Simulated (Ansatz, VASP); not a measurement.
## InSb in VASP and in Ansatz

File INCAR:

```
SYSTEM = InSb
PREC     = Accurate       ! precision mode
ENCUT    = 520            ! plane-wave cutoff, eV
EDIFF    = 1E-6           ! SCF threshold, eV
ISMEAR   = 0              ! smearing method
SIGMA    = 0.15           ! smearing width, eV
LREAL    = .False.        ! projectors in reciprocal space
LASPH    = .True.         ! aspherical terms in the spheres
NELM     = 100            ! most SCF steps
ALGO     = Normal         ! electronic algorithm
ISIF     = 2              ! what is computed and relaxed
LWAVE    = .False.        ! write WAVECAR
LCHARG   = .False.        ! write CHGCAR
GGA      = PS             ! functional
NBANDS   = 16             ! bands
```

Contents of KPOINTS:

```
Automatic mesh
0
Gamma
  16 16 16
  0 0 0
```

Contents of POSCAR:

```
InSb
1.0
    0.0000000000      3.3903262224      2.9991347352
    3.3903262224      0.0000000000      2.9991347352
    3.3903262224      3.3903262224      0.0000000000
In Sb
1 1
Direct
    0.0000000000      0.0000000000      0.0000000000
    0.7500000000      0.7500000000      0.7500000000
```

Input for Ansatz:

```yaml
crystal:
  lattice:
    - [0.0, 3.3903262224, 2.9991347352]
    - [3.3903262224, 0.0, 2.9991347352]
    - [3.3903262224, 3.3903262224, 0.0]
  atoms:
    - { symbol: In, position: [0.0, 0.0, 0.0] }
    - { symbol: Sb, position: [0.75, 0.75, 0.75] }
basis:
  ecutwfc: 420
kpoints:
  mp_grid: { grid: [16, 16, 16] }
hamiltonian:
  xc: pbesol
scf:
  occupations: { method: gaussian, width: 0.15 }
output:
  forces: true
  stress: true
  eigenvalues: true
```

Change from the starting cell: strain +0.040 along x and y, -0.080 along z, atoms carried along.

Alike in both runs: task single point; functional PBEsol; k mesh 16 × 16 × 16; occupations gaussian, width 0.15 eV; no spin polarisation.

```csv
,VASP,Ansatz
version,VASP 6.6.1,Ansatz 0.2.0
potentials or method,"VASP PAW PBE potentials, release 64 (In_d, Sb), cutoff 520 eV","scalar-relativistic, plane waves, PAW"
valence electrons in the cell,18,28
```

|  | VASP | Ansatz | Ansatz less VASP |
| --- | --- | --- | --- |
| gap on the k mesh at the Fermi level (eV) | 0.15 | 0.16 | +0.004 |
| least direct gap on the mesh (eV) | 0.44 | 0.44 | -0.005 |
| pressure (GPa) | 0.0 | 0.0 | -0.02 |
| traceless stress, the component that is largest in VASP (GPa) | 1.73 | 1.73 | 0.000 |

VASP's potentials were made for PBE, not for PBEsol. VASP's potentials hold 18 valence electrons a cell and Ansatz's 28, so a difference there can come from the potentials and not from the codes.

Spin-orbit coupling is off throughout.
